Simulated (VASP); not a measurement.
# NbAs (I4_1md) in VASP: further runs

Aim: see how the results for NbAs move with the level of theory and the settings. Levels: PBEsol, PBE. Tasks: single point.

Program: VASP 6.6.1. These are calculated values, not measurements. Logs are shortened: lines on timing, memory, paths and dates and some standing lists are left out, and cuts for length are marked.

## (1) The cell of the first run

Symmetry: I4_1md, No. 109, tetragonal system. Conventional cell: a = 3.415 Å, b = 3.415 Å, c = 11.450 Å, α = 90.00°, β = 90.00°, γ = 90.00°. Nb (site symmetry 2mm) has 6 As at 2.58 to 2.59 Å and 8 Nb at 3.33 to 3.41 Å within 3.5 Å. Within 3.5 Å of As (site symmetry 2mm) lie 6 Nb at 2.58 to 2.59 Å and 8 As at 3.33 to 3.41 Å.

## (2) Single point, PBEsol

INCAR

```
SYSTEM = NbAs
ALGO = Normal
EDIFF = 1E-6
ENCUT = 520
GGA = PS
ISIF = 2
ISMEAR = -1
LASPH = .TRUE.
LCHARG = .FALSE.
LREAL = .FALSE.
LWAVE = .FALSE.
NBANDS = 26
NELM = 60
PREC = Accurate
SIGMA = 0.05
```

KPOINTS

```
k-points
0
G
  11 11 11
  0 0 0
```

POSCAR

```
NbAs
1.0
   -1.7074452727      1.7074452727      5.7247762170
    1.7074452727     -1.7074452727      5.7247762170
    1.7074452727      1.7074452727     -5.7247762170
Nb As
2 2
Direct
    0.4985236751     -0.0014763249      0.5000000000
    0.7485236751      0.7485236751      0.0000000000
    0.9174763249      0.4174763249      0.5000000000
    0.1674763249      0.1674763249      0.0000000000
```

Potentials or basis: VASP PAW PBE potentials, release 64 (Nb_sv, As).

Launch:

```console
$ cat potpaw_PBE.64/Nb_sv/POTCAR potpaw_PBE.64/As/POTCAR > POTCAR
$ mpirun -np 1 vasp_std > vasp.out
```

OUTCAR:

```text
SYSTEM = NbAs
   EDIFF = 1E-6
   ENCUT = 520
   GGA = PS
   ISIF = 2
   ISMEAR = -1
   LASPH = .TRUE.
   LREAL = .FALSE.
   NELM = 60
   PREC = Accurate

 ion  position               nearest neighbor table
   1  0.499  0.999  0.500-   4 2.58   4 2.58   3 2.59   3 2.59   3 2.59   3 2.59
   2  0.749  0.749  0.000-   3 2.58   3 2.58   4 2.59   4 2.59   4 2.59   4 2.59
   3  0.917  0.417  0.500-   2 2.58   2 2.58   1 2.59   1 2.59   1 2.59   1 2.59
   4  0.167  0.167  0.000-   1 2.58   1 2.58   2 2.59   2 2.59   2 2.59   2 2.59

  LATTYP: Found a body centered tetragonal cell.
 ALAT       =     3.4148905454
 C/A-ratio  =     3.3528314544

  Lattice vectors:

 A1 = (  -1.7074452727,   1.7074452727,   5.7247762170)
 A2 = (   1.7074452727,  -1.7074452727,   5.7247762170)
 A3 = (   1.7074452727,   1.7074452727,  -5.7247762170)

Analysis of symmetry for initial positions (statically):
=====================================================================
 Subroutine PRICEL returns:
 Original cell was already a primitive cell.

 Routine SETGRP: Setting up the symmetry group for a
 body centered tetragonal supercell.

 Subroutine GETGRP returns: Found  8 space group operations
 (whereof  4 operations were pure point group operations)
 out of a pool of 16 trial point group operations.

The static configuration has the point symmetry C_2v.
 The point group associated with its full space group is C_4v.

Analysis of symmetry for dynamics (positions and initial velocities):
=====================================================================
 Subroutine PRICEL returns:
 Original cell was already a primitive cell.

 Routine SETGRP: Setting up the symmetry group for a
 body centered tetragonal supercell.

 Subroutine GETGRP returns: Found  8 space group operations
 (whereof  4 operations were pure point group operations)
 out of a pool of 16 trial point group operations.

The dynamic configuration has the point symmetry C_2v.
 The point group associated with its full space group is C_4v.

 Subroutine INISYM returns: Found  8 space group operations
 (whereof  4 operations are pure point group operations),
 and found     1 'primitive' translations

----------------------------------------------------------------------------------------

                                     Primitive cell

  volume of cell :      66.7593

  direct lattice vectors                    reciprocal lattice vectors
    -1.707445273  1.707445273  5.724776217     0.000000000  0.292835154  0.087339659
     1.707445273 -1.707445273  5.724776217     0.292835154  0.000000000  0.087339659
     1.707445273  1.707445273 -5.724776217     0.292835154  0.292835154  0.000000000

  length of vectors
     6.213195752  6.213195752  6.213195752     0.305582466  0.305582466  0.414131447

  position of ions in fractional coordinates (direct lattice)
     0.498523675  0.998523675  0.500000000
     0.748523675  0.748523675  0.000000000
     0.917476325  0.417476325  0.500000000
     0.167476325  0.167476325  0.000000000

  ion indices of the primitive-cell ions
   primitive index   ion index
                 1           1
                 2           2
                 3           3
                 4           4

----------------------------------------------------------------------------------------

 KPOINTS: k-points

Automatic generation of k-mesh.
 Grid dimensions read from file:
 generate k-points for:   11   11   11

 Generating k-lattice:

  Cartesian coordinates                     Fractional coordinates (reciprocal lattice)
     0.000000000  0.026621378  0.007939969     0.090909091 -0.000000000  0.000000000
     0.026621378  0.000000000  0.007939969    -0.000000000  0.090909091  0.000000000
     0.026621378  0.026621378  0.000000000     0.000000000  0.000000000  0.090909091

  Length of vectors
     0.027780224  0.027780224  0.037648313

  Shift w.r.t. Gamma in fractional coordinates (k-lattice)
     0.000000000  0.000000000  0.000000000

 Subroutine IBZKPT returns following result:
 ===========================================

 Found    126 irreducible k-points:

 Following reciprocal coordinates:
            Coordinates               Weight
  0.000000  0.000000  0.000000      1.000000
  0.090909 -0.000000  0.000000      8.000000
  0.181818 -0.000000  0.000000      8.000000
  0.272727 -0.000000  0.000000      8.000000
  0.363636 -0.000000  0.000000      8.000000
  0.454545 -0.000000  0.000000      8.000000
[... 16 lines left out ...]
 -0.272727  0.181818  0.000000     16.000000
 -0.181818  0.181818  0.000000      4.000000
 [... further k-points ...]
   k-points           NKPTS =    126   k-points in BZ     NKDIM =    126   number of bands    NBANDS=     26
   number of dos      NEDOS =    301   number of ions     NIONS =      4
   total plane-waves  NPLWV = 110592
   dimension x,y,z NGX =    48 NGY =   48 NGZ =   48
   dimension x,y,z NGXF=    96 NGYF=   96 NGZF=   96
   ions per type =               2   2
   NGX,Y,Z   is equivalent  to a cutoff of  12.84, 12.84, 12.84 a.u.
   NGXF,Y,Z  is equivalent  to a cutoff of  25.69, 25.69, 25.69 a.u.
 SYSTEM =  NbAs
   PREC   = accura    normal or accurate (medium, high low for compatibility)
   ISTART =      0    job   : 0-new  1-cont  2-samecut
   ICHARG =      2    charge: 1-file 2-atom 10-const
   ISPIN  =      1    spin polarized calculation?
   LNONCOLLINEAR =      F non collinear calculations
   LSORBIT =      F    spin-orbit coupling
   LASPH  =      T    aspherical Exc in radial PAW
   ENCUT  =  520.0 eV  38.22 Ry    6.18 a.u.  11.55 11.55 11.55*2*pi/ulx,y,z
   NELM   =     60;   NELMIN=  2; NELMDL= -5     # of ELM steps
   EDIFF  = 0.1E-05   stopping-criterion for ELM
   LREAL  =      F    real-space projection
   EDIFFG = 0.1E-04   stopping-criterion for IOM
   NSW    =      0    number of steps for IOM
   IBRION =     -1    ionic relax: 0-MD 1-quasi-New 2-CG
   NFREE  =      0    steps in history (QN), initial steepest desc. (CG)
   ISIF   =      2    stress and relaxation
   ISYM   =      2    0-nonsym 1-usesym 2-fastsym
   POTIM  = 0.5000    time-step for ionic-motion
   TEBEG  =    0.0;   TEEND  =   0.0 temperature during run
   PSTRESS=    0.0 pullay stress
   NELECT =      36.0000    total number of electrons
   NUPDOWN=      -1.0000    fix difference up-down
   EMIN   =  10.00;   EMAX   =-10.00  energy-range for DOS
   EFERMI =   0.00;   METHOD = LEGACY
   ISMEAR =    -1;   SIGMA  =   0.05  broadening in eV -4-tet -1-fermi 0-gaus
   EFERMI_NEDOS =   21; number of points for ismear=-14 and -15
   IALGO  =     38    algorithm
   IMIX   =      4    mixing-type and parameters
     AMIX     =   0.40;   BMIX     =  1.00
     AMIX_MAG =   1.60;   BMIX_MAG =  1.00
  volume/ion in A,a.u.               =      16.69       112.63
  Fermi-wavevector in a.u.,A,eV,Ry     =   1.332514  2.518085 24.158401  1.775592
  Thomas-Fermi vector in A             =   2.461443
   LORBIT       =      0    0 simple, 1 ext, 2 COOP (PROOUT), +10 PAW based schemes
   GGA     = PS    functional components
   LHFCALC =     F    Hartree Fock is set to
   AEXX    =    0.0000 exact exchange contribution
   IVDW    =     0    specifies the selected vdW correction
   LEPSILON=     F    determine dielectric tensor
   LRPA    =     F    only Hartree local field effects (RPA)
 non-spin polarized calculation
  energy-cutoff  :      520.00
  volume of cell :       66.76
 maximum number of plane-waves:      1817
 NGX is ok and might be reduce to    48
   NGX = 23   NGY = 23   NGZ = 23

 number of electron      36.0000000 magnetization

 Free energy of the ion-electron system (eV)
  ---------------------------------------------------
  ext. energy  EPLUGINS =         0.00000000
  ---------------------------------------------------
  free energy    TOTEN  =       -35.09337839 eV

  energy without entropy =      -35.08761736  energy(sigma->0) =      -35.09049787

 E-fermi :  10.0380     XC(G=0): -12.1672

 val. band max:       10.0132272486   @ k =   0.4545  -0.0000   0.0000
 cond. band min:      10.0646628280   @ k =  -0.1818   0.2727   0.1818
 fundamental gap:      0.0514355794
 Fermi energy:        10.0379882730

 k-point     1 :       0.0000    0.0000    0.0000
  band No.  band energies     occupation
      1     -44.8813      2.00000
      2     -44.8445      2.00000
      3     -21.1776      2.00000
      4     -21.0381      2.00000
      5     -21.0381      2.00000
      6     -20.8723      2.00000
[... 18 lines left out ...]
     25      14.1251      0.00000
     26      14.1251      0.00000

 k-point     2 :       0.0909   -0.0000    0.0000
  band No.  band energies     occupation
      1     -44.8796      2.00000
      2     -44.8439      2.00000
      3     -21.1709      2.00000
      4     -21.0571      2.00000
      5     -21.0363      2.00000
      6     -20.8911      2.00000
[... 18 lines left out ...]
     25      14.3454      0.00000
     26      14.4903      0.00000

 k-point     3 :       0.1818   -0.0000    0.0000
  band No.  band energies     occupation
      1     -44.8750      2.00000
      2     -44.8425      2.00000
      3     -21.1604      2.00000
      4     -21.0997      2.00000
      5     -21.0315      2.00000
      6     -20.9386      2.00000
[... 18 lines left out ...]
     25      14.6568      0.00000
     26      15.3169      0.00000

 k-point     4 :       0.2727   -0.0000    0.0000
  band No.  band energies     occupation
      1     -44.8686      2.00000
      2     -44.8409      2.00000
      3     -21.1990      2.00000
      4     -21.1032      2.00000
      5     -21.0251      2.00000
      6     -20.9942      2.00000
[... 18 lines left out ...]
     25      14.7451      0.00000
     26      16.1305      0.00000
[... 496 lines left out ...]
      1     -44.8580      2.00000
      2     -44.8359      2.00000
      3     -21.2453      2.00000
      4     -21.1071      2.00000
      5     -21.0653      2.00000
      6     -21.0197      2.00000
[... 18 lines left out ...]
     25      14.5686      0.00000
     26      16.3372      0.00000

 k-point    23 :      -0.2727    0.1818    0.0000
  band No.  band energies     occupation
      1     -44.8641      2.00000
      2     -44.8371      2.00000
      3     -21.1870      2.00000
      4     -21.1176      2.00000
      5     -21.0682      2.00000
      6     -20.9887      2.00000
[... 18 lines left out ...]
     25      14.5343      0.00000
     26      15.9110      0.00000

 k-point    24 :      -0.1818    0.1818    0.0000
  band No.  band energies     occupation
      1     -44.8700      2.00000
      2     -44.8392      2.00000
      3     -21.1524      2.00000
      4     -21.1090      2.00000
      5     -21.0755      2.00000
      6     -20.9380      2.00000
[... 18 lines left out ...]
     25      14.0433      0.00000
     26      15.5411      0.00000

 [... further k-points ...]
[... 5 lines left out ...]
  --------------------------------------------------------------------------------------
  -------------------------------------------------------------------------------------
  Total        2.1731864      2.1731864      2.1319249      0.0000000      0.0000000      0.0000000
  in kB       52.1549417     52.1549417     51.1646958      0.0000000      0.0000000      0.0000000
  external PRESSURE =      51.8248597 kB  Pullay stress =       0.0000000 kB

 VOLUME and BASIS-vectors are now :
 -----------------------------------------------------------------------------
  energy-cutoff  :      520.00
  volume of cell :       66.76
      direct lattice vectors                 reciprocal lattice vectors
    -1.707445273  1.707445273  5.724776217     0.000000000  0.292835154  0.087339659
     1.707445273 -1.707445273  5.724776217     0.292835154  0.000000000  0.087339659
     1.707445273  1.707445273 -5.724776217     0.292835154  0.292835154  0.000000000

 POSITION                                       TOTAL-FORCE (eV/Angst)
 -----------------------------------------------------------------------------------
      1.70745      0.00000      5.70787         0.000000      0.000000     -0.003118
      0.00000      0.00000      8.57026        -0.000000     -0.000000     -0.003118
      0.00000      1.70745      4.77992        -0.000000      0.000000      0.003118
      0.00000      0.00000      1.91753         0.000000     -0.000000      0.003118
 -----------------------------------------------------------------------------------
    total drift:                               -0.000000     -0.000000      0.000028

  FREE ENERGIE OF THE ION-ELECTRON SYSTEM (eV)
  ---------------------------------------------------
  free  energy   TOTEN  =       -35.0933783888 eV

  energy  without entropy=      -35.0876173556  energy(sigma->0) =      -35.09049787
```

Run time: 4.3 min. Hardware: 1 thread of Intel Xeon Platinum 8488C (Sapphire Rapids), shared host; peak memory 0.45 GiB.

Results:

| Quantity | Value |
| --- | --- |
| Free energy | -35.0934 eV |
| Pressure | 5.2 GPa |
| Largest force | 0.003 eV/Å |
| Band gap on the k mesh | 0.05 eV (least direct gap 0.07 eV) |

Forces on the atoms (eV/Å):
```
Nb   0.000  0.000 -0.003
Nb   0.000  0.000 -0.003
As   0.000  0.000  0.003
As   0.000  0.000  0.003
```

Stress tensor (GPa, compression positive):
```
5.22 0.00 0.00
0.00 5.22 0.00
0.00 0.00 5.12
```

Caveat: the cell stands under pressure; the PAW data sets were made with another functional, which shifts forces and pressure a little; an odd mesh through Γ misses points on the zone boundary, where band edges can lie.

## (3) Single point, PBEsol

This run uses another cell than the first one, of 16.96 Å³/atom.

INCAR

```
SYSTEM = NbAs
PREC     = Accurate       ! precision mode
ENCUT    = 520            ! plane-wave cutoff, eV
EDIFF    = 1E-6           ! SCF threshold, eV
ISMEAR   = -1             ! smearing method
SIGMA    = 0.05           ! smearing width, eV
LREAL    = .False.        ! projectors in reciprocal space
LASPH    = .True.         ! aspherical terms in the spheres
NELM     = 80             ! most SCF steps
ALGO     = Normal         ! electronic algorithm
ISIF     = 2              ! what is computed and relaxed
LWAVE    = .False.        ! write WAVECAR
LCHARG   = .True.         ! write CHGCAR
GGA      = PS             ! functional
LELF     = .True.         ! ELF
LVHAR    = .True.       
NBANDS   = 26             ! bands
```

KPOINTS

```
Automatic mesh
0
Gamma
  11 11 11
  0 0 0
```

POSCAR

```
NbAs
1.0
   -1.7146647457      1.7146647457      5.7669511685
    1.7146647457     -1.7146647457      5.7669511685
    1.7146647457      1.7146647457     -5.7669511685
Nb As
2 2
Direct
    0.4986468707     -0.0013531293      0.5000000000
    0.7486468707      0.7486468707      0.0000000000
    0.9173531293      0.4173531293      0.5000000000
    0.1673531293      0.1673531293      0.0000000000
```

Potentials or basis: VASP PAW PBE potentials, release 64 (Nb_sv, As).

Launch:

```console
$ cat potpaw_PBE.64/Nb_sv/POTCAR potpaw_PBE.64/As/POTCAR > POTCAR
$ mpirun -np 1 vasp_std > vasp.out
```

OUTCAR:

```text
SYSTEM = NbAs
   PREC = Accurate
   ENCUT = 520
   EDIFF = 1E-6
   ISMEAR = -1
   LREAL = .False.
   LASPH = .True.
   NELM = 80
   ISIF = 2
   GGA = PS

 ion  position               nearest neighbor table
   1  0.499  0.999  0.500-   4 2.59   4 2.59   3 2.60   3 2.60   3 2.60   3 2.60
   2  0.749  0.749  0.000-   3 2.59   3 2.59   4 2.60   4 2.60   4 2.60   4 2.60
   3  0.917  0.417  0.500-   2 2.59   2 2.59   1 2.60   1 2.60   1 2.60   1 2.60
   4  0.167  0.167  0.000-   1 2.59   1 2.59   2 2.60   2 2.60   2 2.60   2 2.60

  LATTYP: Found a body centered tetragonal cell.
 ALAT       =     3.4293294914
 C/A-ratio  =     3.3633112146

  Lattice vectors:

 A1 = (  -1.7146647457,   1.7146647457,   5.7669511685)
 A2 = (   1.7146647457,  -1.7146647457,   5.7669511685)
 A3 = (   1.7146647457,   1.7146647457,  -5.7669511685)

Analysis of symmetry for initial positions (statically):
=====================================================================
 Subroutine PRICEL returns:
 Original cell was already a primitive cell.

 Routine SETGRP: Setting up the symmetry group for a
 body centered tetragonal supercell.

 Subroutine GETGRP returns: Found  8 space group operations
[... 165 lines left out ...]
  ---------------------------------------------------
  free energy    TOTEN  =       -35.11803947 eV

  energy without entropy =      -35.11222935  energy(sigma->0) =      -35.11513441

 E-fermi :   9.8318     XC(G=0): -12.0892

 val. band max:        9.8022028643   @ k =  -0.0909   0.4545   0.0909
 cond. band min:       9.8669379074   @ k =  -0.1818   0.2727   0.1818
 fundamental gap:      0.0647350432
 Fermi energy:         9.8317594390

 k-point     1 :       0.0000    0.0000    0.0000
  band No.  band energies     occupation
      1     -45.1244      2.00000
      2     -45.0908      2.00000
      3     -21.3994      2.00000
      4     -21.2731      2.00000
      5     -21.2731      2.00000
      6     -21.1125      2.00000
[... 685 lines left out ...]
     25      13.7521      0.00000
     26      15.2252      0.00000

 [... further k-points ...]
[... 5 lines left out ...]
  --------------------------------------------------------------------------------------
  -------------------------------------------------------------------------------------
  Total        0.9265561      0.9265561      0.8941936      0.0000000      0.0000000      0.0000000
  in kB       21.8885798     21.8885798     21.1240627      0.0000000      0.0000000      0.0000000
  external PRESSURE =      21.6337408 kB  Pullay stress =       0.0000000 kB

 VOLUME and BASIS-vectors are now :
 -----------------------------------------------------------------------------
  energy-cutoff  :      520.00
  volume of cell :       67.82
      direct lattice vectors                 reciprocal lattice vectors
    -1.714664746  1.714664746  5.766951169     0.000000000  0.291602193  0.086700925
     1.714664746 -1.714664746  5.766951169     0.291602193  0.000000000  0.086700925
     1.714664746  1.714664746 -5.766951169     0.291602193  0.291602193  0.000000000

 POSITION                                       TOTAL-FORCE (eV/Angst)
 -----------------------------------------------------------------------------------
      1.71466      0.00000      5.75134        -0.000000     -0.000000     -0.001098
      0.00000      0.00000      8.63482         0.000000      0.000000     -0.001098
      0.00000      1.71466      4.81371        -0.000000      0.000000      0.001098
      0.00000      0.00000      1.93023         0.000000     -0.000000      0.001098
 -----------------------------------------------------------------------------------
    total drift:                                0.000000      0.000000     -0.000246

  FREE ENERGIE OF THE ION-ELECTRON SYSTEM (eV)
  ---------------------------------------------------
  free  energy   TOTEN  =       -35.1180394689 eV

  energy  without entropy=      -35.1122293500  energy(sigma->0) =      -35.11513441
```

Run time: 4.9 min. Hardware: 1 thread of Intel Xeon Platinum 8488C (Sapphire Rapids), shared host; peak memory 0.45 GiB.

What came out:

```
Free energy            : -35.1180 eV
Pressure               : 2.2 GPa
Band gap on the k mesh : 0.06 eV (least direct gap 0.10 eV)
```

Caveat: the PAW data sets were made with another functional, which shifts forces and pressure a little; an odd mesh through Γ misses points on the zone boundary, where band edges can lie.

(Part 1 of 2 ends here.)
